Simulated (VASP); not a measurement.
# Li in VASP: further runs

Li is run at these levels: PBEsol; tasks: single point, relaxation of cell and atoms.

All numbers are computed with VASP 6.6.1; they aren't measurements. Logs are shortened: lines on timing, memory, paths and dates and some standing lists are left out, and cuts for length are marked.

### 1 The cell of the first run

Symmetry: I4/mmm, No. 139, tetragonal system. The conventional cell has a = 3.500 Å, b = 3.500 Å, c = 3.390 Å, α = 90.00°, β = 90.00°, γ = 90.00°. Li (site symmetry 4/mmm) has 14 Li at 3.00 to 3.50 Å within 3.9 Å.

### 2 Single point, PBEsol (biaxial strain in the a-b plane: +2.0 %)

INCAR reads:

```
PREC     = Accurate       # precision mode
ENCUT    = 750            # plane-wave cutoff, eV
EDIFF    = 1E-6           # SCF threshold, eV
ISMEAR   = 0              # smearing method
SIGMA    = 0.1            # smearing width, eV
LREAL    = F              # projectors in reciprocal space
LASPH    = T              # aspherical terms in the spheres
NELM     = 120            # most SCF steps
ALGO     = Normal         # electronic algorithm
ISIF     = 2              # what is computed and relaxed
LWAVE    = F              # write WAVECAR
LCHARG   = F              # write CHGCAR
GGA      = PS             # functional
NBANDS   = 10             # bands
GGA_COMPAT= F
```

KPOINTS reads:

```
Automatic mesh
0
Gamma
  16 16 16
```

POSCAR reads:

```
Li
1.0
    3.5000764992      0.0000000000      0.0000000000
    0.0000000000      3.5000764992      0.0000000000
    0.0000000000      0.0000000000      3.3902701777
Li
2
Direct
    0.0000000000      0.0000000000      0.0000000000
    0.5000000000      0.5000000000      0.5000000000
```

Potentials or basis: VASP PAW PBE potentials, release 64 (Li_sv).

On the command line:

```bash
> cat potpaw_PBE.64/Li_sv/POTCAR > POTCAR
> mpirun -np 1 vasp_std > vasp.out
```

OUTCAR:

```text
PREC = Accurate
   ENCUT = 750
   EDIFF = 1E-6
   ISMEAR = 0
   LREAL = F
   LASPH = T
   NELM = 120
   ISIF = 2
   GGA = PS

 ion  position               nearest neighbor table
   1  0.000  0.000  0.000-
   2  0.500  0.500  0.500-

  LATTYP: Found a simple tetragonal cell.
 ALAT       =     3.5000764992
 C/A-ratio  =     0.9686274510

  Lattice vectors:

 A1 = (   3.5000764992,   0.0000000000,   0.0000000000)
 A2 = (   0.0000000000,   3.5000764992,   0.0000000000)
 A3 = (   0.0000000000,   0.0000000000,   3.3902701777)

Analysis of symmetry for initial positions (statically):
=====================================================================
 Subroutine PRICEL returns following result:

  LATTYP: Found a body centered tetragonal cell.
 ALAT       =     3.5000764992
 C/A-ratio  =     0.9686274510

  Lattice vectors:

 A1 = (  -1.7500382496,  -1.7500382496,  -1.6951350889)
 A2 = (   1.7500382496,   1.7500382496,  -1.6951350889)
 A3 = (   1.7500382496,  -1.7500382496,   1.6951350889)

   2 primitive cells build up your supercell.

 Routine SETGRP: Setting up the symmetry group for a
 simple tetragonal supercell.

 Subroutine GETGRP returns: Found 16 space group operations
 (whereof 16 operations were pure point group operations)
 out of a pool of 16 trial point group operations.

The static configuration has the point symmetry D_4h.

Analysis of symmetry for dynamics (positions and initial velocities):
=====================================================================
 Subroutine PRICEL returns following result:

  LATTYP: Found a body centered tetragonal cell.
 ALAT       =     3.5000764992
 C/A-ratio  =     0.9686274510

  Lattice vectors:

 A1 = (  -1.7500382496,  -1.7500382496,  -1.6951350889)
 A2 = (   1.7500382496,   1.7500382496,  -1.6951350889)
 A3 = (   1.7500382496,  -1.7500382496,   1.6951350889)

   2 primitive cells build up your supercell.

 Routine SETGRP: Setting up the symmetry group for a
 simple tetragonal supercell.

 Subroutine GETGRP returns: Found 16 space group operations
 (whereof 16 operations were pure point group operations)
 out of a pool of 16 trial point group operations.

The dynamic configuration has the point symmetry D_4h.

 Subroutine INISYM returns: Found 16 space group operations
 (whereof 16 operations are pure point group operations),
 and found     2 'primitive' translations

----------------------------------------------------------------------------------------

                                     Primitive cell

  volume of cell :      20.7663

  direct lattice vectors                    reciprocal lattice vectors
    -1.750038250 -1.750038250 -1.695135089     0.000000000 -0.285708041 -0.294961743
     1.750038250  1.750038250 -1.695135089     0.285708041  0.000000000 -0.294961743
     1.750038250 -1.750038250  1.695135089     0.285708041 -0.285708041  0.000000000

  length of vectors
     2.999791779  2.999791779  2.999791779     0.410647677  0.410647677  0.404052186

  position of ions in fractional coordinates (direct lattice)
     0.000000000  0.000000000  0.000000000

  ion indices of the primitive-cell ions
   primitive index   ion index
                 1           1

----------------------------------------------------------------------------------------

 KPOINTS: Automatic mesh

Automatic generation of k-mesh.
 Grid dimensions read from file:
 generate k-points for:   16   16   16

 Generating k-lattice:

  Cartesian coordinates                     Fractional coordinates (reciprocal lattice)
     0.017856753  0.000000000  0.000000000     0.062500000  0.000000000  0.000000000
     0.000000000  0.017856753  0.000000000     0.000000000  0.062500000  0.000000000
     0.000000000  0.000000000  0.018435109     0.000000000  0.000000000  0.062500000

  Length of vectors
     0.017856753  0.017856753  0.018435109

  Shift w.r.t. Gamma in fractional coordinates (k-lattice)
     0.000000000  0.000000000  0.000000000

 Subroutine IBZKPT returns following result:
 ===========================================

 Found    405 irreducible k-points:

 Following reciprocal coordinates:
            Coordinates               Weight
  0.000000  0.000000  0.000000      1.000000
  0.062500  0.000000  0.000000      4.000000
  0.125000  0.000000  0.000000      4.000000
  0.187500  0.000000  0.000000      4.000000
  0.250000  0.000000  0.000000      4.000000
  0.312500  0.000000  0.000000      4.000000
[... 16 lines left out ...]
  0.437500  0.125000  0.000000      8.000000
  0.500000  0.125000  0.000000      4.000000
 [... further k-points ...]
   k-points           NKPTS =    405   k-points in BZ     NKDIM =    405   number of bands    NBANDS=     10
   number of dos      NEDOS =    301   number of ions     NIONS =      2
   total plane-waves  NPLWV =  30720
   dimension x,y,z NGX =    32 NGY =   32 NGZ =   30
   dimension x,y,z NGXF=    64 NGYF=   64 NGZF=   60
   ions per type =               2
[... 25 lines left out ...]
   EMIN   =  10.00;   EMAX   =-10.00  energy-range for DOS
   EFERMI =   0.00;   METHOD = LEGACY
   ISMEAR =     0;   SIGMA  =   0.10  broadening in eV -4-tet -1-fermi 0-gaus
   EFERMI_NEDOS =   21; number of points for ismear=-14 and -15
   IALGO  =     38    algorithm
   IMIX   =      4    mixing-type and parameters
     AMIX     =   0.40;   BMIX     =  1.00
     AMIX_MAG =   1.60;   BMIX_MAG =  1.00
  volume/ion in A,a.u.               =      20.77       140.14
  Fermi-wavevector in a.u.,A,eV,Ry     =   0.859005  1.623283 10.039586  0.737889
  Thomas-Fermi vector in A             =   1.976294
   LORBIT       =      0    0 simple, 1 ext, 2 COOP (PROOUT), +10 PAW based schemes
   GGA     = PS    functional components
   LHFCALC =     F    Hartree Fock is set to
   AEXX    =    0.0000 exact exchange contribution
   IVDW    =     0    specifies the selected vdW correction
   LEPSILON=     F    determine dielectric tensor
   LRPA    =     F    only Hartree local field effects (RPA)
 non-spin polarized calculation
 Gauss-broadening in eV      SIGMA  =   0.10
  energy-cutoff  :      750.00
  volume of cell :       41.53
 maximum number of plane-waves:      1976
 NGX is ok and might be reduce to    32

 number of electron       5.9999999 magnetization

 Free energy of the ion-electron system (eV)
  ---------------------------------------------------
  ext. energy  EPLUGINS =         0.00000000
  ---------------------------------------------------
  free energy    TOTEN  =        -3.93535656 eV

  energy without entropy =       -3.93060648  energy(sigma->0) =       -3.93298152

 E-fermi :   0.5735     XC(G=0):  -6.9591

 val. band max:        0.5606530223   @ k =   0.3750   0.3750   0.3125
 cond. band min:       0.5795286987   @ k =   0.5000   0.3750   0.1250
 fundamental gap:      0.0188756764
 Fermi energy:         0.5734693267

 k-point     1 :       0.0000    0.0000    0.0000
  band No.  band energies     occupation
      1     -45.3848      2.00000
      2     -45.3535      2.00000
      3      -2.9745      2.00000
      4       5.7711      0.00000
      5       5.7711      0.00000
      6       6.4730      0.00000
      7       8.0014      0.00000
      8       8.4218      0.00000
      9      14.0125      0.00000
     10      14.8679      0.00000

 k-point     2 :       0.0625    0.0000    0.0000
  band No.  band energies     occupation
      1     -45.3844      2.00000
      2     -45.3538      2.00000
      3      -2.9386      2.00000
      4       5.2514      0.00000
      5       5.8173      0.00000
      6       6.5188      0.00000
      7       8.2884      0.00000
      8       8.7741      0.00000
      9      13.9131      0.00000
     10      14.6213      0.00000

 k-point     3 :       0.1250    0.0000    0.0000
  band No.  band energies     occupation
      1     -45.3834      2.00000
      2     -45.3545      2.00000
      3      -2.8311      2.00000
      4       4.3005      0.00000
      5       5.9557      0.00000
      6       6.6563      0.00000
      7       8.4839      0.00000
      8       9.8738      0.00000
      9      13.9523      0.00000
     10      14.2445      0.00000
[... 248 lines left out ...]
 k-point    23 :       0.4375    0.1250    0.0000
  band No.  band energies     occupation
      1     -45.3706      2.00000
      2     -45.3649      2.00000
      3      -1.0524      2.00000
      4       0.1266      2.00000
      5       6.7499      0.00000
      6       8.1459      0.00000
      7       8.8667      0.00000
      8      10.2597      0.00000
      9      11.9755      0.00000
     10      13.2391      0.00000

 k-point    24 :       0.5000    0.1250    0.0000
  band No.  band energies     occupation
      1     -45.3677      2.00000
      2     -45.3677      2.00000
      3      -0.5008      2.00000
      4      -0.5008      2.00000
      5       7.4070      0.00000
      6       7.4070      0.00000
      7       9.5266      0.00000
      8       9.5266      0.00000
      9      12.6394      0.00000
     10      12.6395      0.00000

 [... further k-points ...]

------------------------ aborting loop because EDIFF is reached ----------------------------------------

  FORCE on cell =-STRESS in cart. coord.  units (eV):
  Direction    XX          YY          ZZ          XY          YZ          ZX
  --------------------------------------------------------------------------------------
  -------------------------------------------------------------------------------------
  Total       -0.1320854     -0.1320854     -0.0857644      0.0000000      0.0000000      0.0000000
  in kB       -5.0953718     -5.0953718     -3.3084779      0.0000000      0.0000000      0.0000000
  external PRESSURE =      -4.4997405 kB  Pullay stress =       0.0000000 kB

 VOLUME and BASIS-vectors are now :
 -----------------------------------------------------------------------------
  energy-cutoff  :      750.00
  volume of cell :       41.53
      direct lattice vectors                 reciprocal lattice vectors
     3.500076499  0.000000000  0.000000000     0.285708041  0.000000000  0.000000000
     0.000000000  3.500076499  0.000000000     0.000000000  0.285708041  0.000000000
     0.000000000  0.000000000  3.390270178     0.000000000  0.000000000  0.294961743

 POSITION                                       TOTAL-FORCE (eV/Angst)
 -----------------------------------------------------------------------------------
      0.00000      0.00000      0.00000        -0.000000      0.000000      0.000000
      1.75004      1.75004      1.69514         0.000000     -0.000000     -0.000000
 -----------------------------------------------------------------------------------
    total drift:                                0.000000      0.000000     -0.000000

  FREE ENERGIE OF THE ION-ELECTRON SYSTEM (eV)
  ---------------------------------------------------
  free  energy   TOTEN  =        -3.9353565575 eV

  energy  without entropy=       -3.9306064833  energy(sigma->0) =       -3.93298152
```

It took 2.2 min on 1 thread of Intel Xeon 8259CL, shared host; peak memory 0.34 GiB.

What came out:

```
Free energy            : -3.9354 eV
Pressure               : -0.4 GPa
Band gap on the k mesh : zero (bands 3 and 4 overlap by 4.46 eV)
```

Stress tensor (GPa, compression positive):
```
-0.51  0.00  0.00
 0.00 -0.51  0.00
 0.00  0.00 -0.33
```

Levels at points of the mesh, in eV from the Fermi level:
```
           k point  band 1  band 2  band 3  band 4  band 5  band 6  band 7  band 8
(0.00, 0.00, 0.00)  -45.96  -45.93   -3.55    5.20    5.20    5.90    7.43    7.85
(0.50, 0.00, 0.00)  -45.94  -45.94   -1.21   -1.21    8.12    8.12    8.79    8.79
(0.50, 0.50, 0.00)  -45.94  -45.94    0.14    0.14    3.04    3.04   10.49   10.49
(0.00, 0.00, 0.50)  -45.94  -45.94   -1.05   -1.05    8.30    8.30    8.30    8.30
(0.50, 0.00, 0.50)  -45.94  -45.94    0.29    0.29    3.23    3.23   10.06   10.06
(0.50, 0.50, 0.50)  -45.94  -45.94    3.26    3.26    3.36    3.36    3.36    3.36
```

Caveat: the cell differs from its parent crystal (biaxial strain in the a-b plane: +2.0 %); the PAW data sets were made with another functional, which shifts forces and pressure a little.

### 3 Single point, PBEsol (biaxial strain in the a-b plane: +3.0 %)

INCAR reads:

```
ALGO = Normal
EDIFF = 1E-6
ENCUT = 750
GGA = PS
GGA_COMPAT = F
ISIF = 2
ISMEAR = 0
LASPH = T
LCHARG = F
LREAL = F
LWAVE = F
NBANDS = 10
NELM = 120
PREC = Accurate
SIGMA = 0.1
```

KPOINTS reads:

```
k-points
0
Gamma
  16 16 16
```

POSCAR reads:

```
Li
1.0
    3.5343909747      0.0000000000      0.0000000000
    0.0000000000      3.5343909747      0.0000000000
    0.0000000000      0.0000000000      3.3696814924
Li
2
Direct
    0.0000000000      0.0000000000      0.0000000000
    0.5000000000      0.5000000000      0.5000000000
```

Potentials or basis: VASP PAW PBE potentials, release 64 (Li_sv).

On the command line:

```bash
> cat potpaw_PBE.64/Li_sv/POTCAR > POTCAR
> mpirun -np 1 vasp_std > vasp.out
```

Wall time 2.6 min (1 thread of Intel Xeon 8259CL, shared host); peak memory 0.34 GiB.

Results (log left out):

```
Free energy            : -3.9332 eV
Pressure               : -0.6 GPa
Band gap on the k mesh : zero (bands 3 and 4 overlap by 4.43 eV)
```

Stress tensor (GPa, compression positive):
```
-0.70  0.00  0.00
 0.00 -0.70  0.00
 0.00  0.00 -0.44
```

Levels at points of the mesh, in eV from the Fermi level:
| k point | band 1 | band 2 | band 3 | band 4 | band 5 | band 6 | band 7 |
| --- | --- | --- | --- | --- | --- | --- | --- |
| (0.00, 0.00, 0.00) | -45.98 | -45.95 | -3.53 | 5.04 | 5.04 | 6.09 | 7.27 |
| (0.50, 0.00, 0.00) | -45.97 | -45.97 | -1.23 | -1.23 | 7.91 | 7.91 | 8.91 |
| (0.50, 0.50, 0.00) | -45.97 | -45.97 | 0.10 | 0.10 | 2.93 | 2.93 | 10.54 |
| (0.00, 0.00, 0.50) | -45.97 | -45.97 | -1.00 | -1.00 | 8.18 | 8.18 | 8.18 |
| (0.50, 0.00, 0.50) | -45.97 | -45.97 | 0.32 | 0.32 | 3.22 | 3.22 | 9.90 |
| (0.50, 0.50, 0.50) | -45.96 | -45.96 | 3.20 | 3.20 | 3.36 | 3.36 | 3.36 |

Caveat: the cell differs from its parent crystal (biaxial strain in the a-b plane: +3.0 %); the PAW data sets were made with another functional, which shifts forces and pressure a little.

### 4 Single point, PBEsol

This run uses another cell than the first one: it holds 1 atom, not 2.

INCAR reads:

```
PREC = Accurate
ENCUT = 520
EDIFF = 1E-6
ISMEAR = 0
SIGMA = 0.1
LREAL = False
LASPH = True
NELM = 60
ALGO = Normal
ISIF = 2
LWAVE = False
LCHARG = True
GGA = PS
LELF = True
LVHAR = True
NBANDS = 8
```

KPOINTS reads:

```
regular mesh
0
Gamma
  16 16 16
```

POSCAR reads:

```
Li
1.0
   -1.7157237741      1.7157237741      1.7157237741
    1.7157237741     -1.7157237741      1.7157237741
    1.7157237741      1.7157237741     -1.7157237741
Li
1
Direct
    0.0000000000      0.0000000000      0.0000000000
```

On the command line:

```bash
> cat potpaw_PBE.64/Li_sv/POTCAR > POTCAR
> mpirun -np 1 vasp_std > vasp.out
```

Run time: 20 s. Hardware: 1 thread of Intel Xeon 8259CL, shared host; peak memory 0.14 GiB.

The run converged. Its results:

```yaml
Free_energy: -1.9671 eV
Band_gap_on_the_k_mesh: zero (an odd number of electrons rules out a gap without spin polarisation)
```

Levels at points of the mesh, in eV from the Fermi level:
| k point | band 1 | band 2 | band 3 | band 4 | band 5 | band 6 |
| --- | --- | --- | --- | --- | --- | --- |
| (0.00, 0.00, 0.00) | -45.90 | -3.55 | 14.67 | 14.67 | 14.67 | 19.40 |
| (0.50, 0.00, 0.00) | -45.88 | 0.25 | 3.28 | 10.41 | 11.88 | 13.65 |
| (0.50, 0.50, 0.50) | -45.86 | 5.54 | 5.54 | 5.54 | 7.79 | 7.79 |

Caveat: the cutoff is under 1.25 times the usual one of these potentials, so pressure, stress and relaxed cells hold a basis-set (Pulay) error; the PAW data sets were made with another functional, which shifts forces and pressure a little.

### 5 Relaxation of cell and atoms, PBEsol

This run uses another cell than the first one: it holds 1 atom, not 2.

INCAR reads:

```
SYSTEM = Li
PREC     = Accurate       ! precision mode
ENCUT    = 600            ! plane-wave cutoff, eV
EDIFF    = 1E-6           ! SCF threshold, eV
ISMEAR   = 0              ! smearing method
SIGMA    = 0.1            ! smearing width, eV
LREAL    = .FALSE.        ! projectors in reciprocal space
LASPH    = .TRUE.         ! aspherical terms in the spheres
NELM     = 60             ! most SCF steps
ALGO     = Normal         ! electronic algorithm
ISIF     = 3              ! what is computed and relaxed
LWAVE    = .FALSE.        ! write WAVECAR
LCHARG   = .FALSE.        ! write CHGCAR
GGA      = PS             ! functional
IBRION   = 2              ! ionic algorithm
NSW      = 100            ! ionic steps
EDIFFG   = -0.005         ! ionic threshold
```

KPOINTS reads:

```
Automatic mesh
0
G
  16 16 16
  0 0 0
```

POSCAR reads:

```
Li
1.0
   -1.7500000000      1.7500000000      1.7500000000
    1.7500000000     -1.7500000000      1.7500000000
    1.7500000000      1.7500000000     -1.7500000000
Li
1
Direct
    0.0000000000      0.0000000000      0.0000000000
```

On the command line:

```bash
> cat potpaw_PBE.64/Li_sv/POTCAR > POTCAR
> mpirun -np 1 vasp_std > vasp.out
```

Run time: 44 s. Hardware: 1 thread of Intel Xeon 8259CL, shared host; peak memory 0.14 GiB.

Results (log left out):

```yaml
Free_energy: -1.9690 eV
Relaxed_volume: 20.00 Å³/atom
Relaxed_cell: a = 2.962 Å, b = 2.962 Å, c = 2.962 Å, α = 109.47°, β = 109.47°, γ = 109.47°
Space_group_after_relaxing_to_0.1_Å: Im-3m (No. 229)
Energy_gained_by_relaxing: 3.9 meV/atom
Ionic_steps: 4
Pressure_after_relaxing: 0.0 GPa
Band_gap_on_the_k_mesh: zero (an odd number of electrons rules out a gap without spin polarisation)
```

The path:
```csv
step,energy change (eV),largest force (eV/Å),pressure (GPa),volume (Å³)
1,0.0000,0.0000,-0.82,21.44
2,-0.0016,0.0000,-0.65,21.10
3,-0.0038,0.0000,-0.13,20.21
4,-0.0039,0.0000,0.01,20.00
```

Final structure:
```yaml
crystal:
  lattice:
    - [-1.71009, 1.71009, 1.71009]
    - [1.71009, -1.71009, 1.71009]
    - [1.71009, 1.71009, -1.71009]
  atoms:
    - { symbol: Li, position: [0.00000, 0.00000, 0.00000] }
```

Levels at points of the mesh, in eV from the Fermi level:
| k point | band 1 | band 2 | band 3 | band 4 | band 5 |
| --- | --- | --- | --- | --- | --- |
| (0.00, 0.00, 0.00) | -45.88 | -3.57 | 14.77 | 14.77 | 14.77 |
| (0.50, 0.00, 0.00) | -45.86 | 0.25 | 3.31 | 10.48 | 11.96 |
| (0.50, 0.50, 0.50) | -45.84 | 5.58 | 5.58 | 5.58 | 7.83 |

Caveat: the cutoff is under 1.25 times the usual one of these potentials, so pressure, stress and relaxed cells hold a basis-set (Pulay) error; the PAW data sets were made with another functional, which shifts forces and pressure a little.

### 6 The runs side by side

```csv
task,cell,cutoff (eV),gap on the mesh (eV),pressure (GPa)
single point,"a = 3.500, b = 3.500, c = 3.390 Å, 2 atoms, atomic positions A",750,none,-0.4
single point,"a = 3.534, b = 3.534, c = 3.370 Å, 2 atoms, atomic positions A",750,none,-0.6
single point,"a = 2.972 Å, angles 109.5°, 1 atom, atomic positions B",520,none,-
relaxation of cell and atoms,"relaxed from a = 3.031 Å, angles 109.5°, 1 atom, atomic positions B",600,none,0.0
```

Alike in all rows: level PBEsol; potentials or basis VASP PAW PBE potentials, release 64 (Li_sv); no spin polarisation; k mesh 16 × 16 × 16; smearing gaussian 0.1 eV.

Caveats: the PAW data sets were made with another functional, which shifts forces and pressure a little; the cutoff is under 1.25 times the usual one of these potentials, so pressure, stress and relaxed cells hold a basis-set (Pulay) error (at least some runs).

Absolute energies hang on the potentials; compare differences alone.
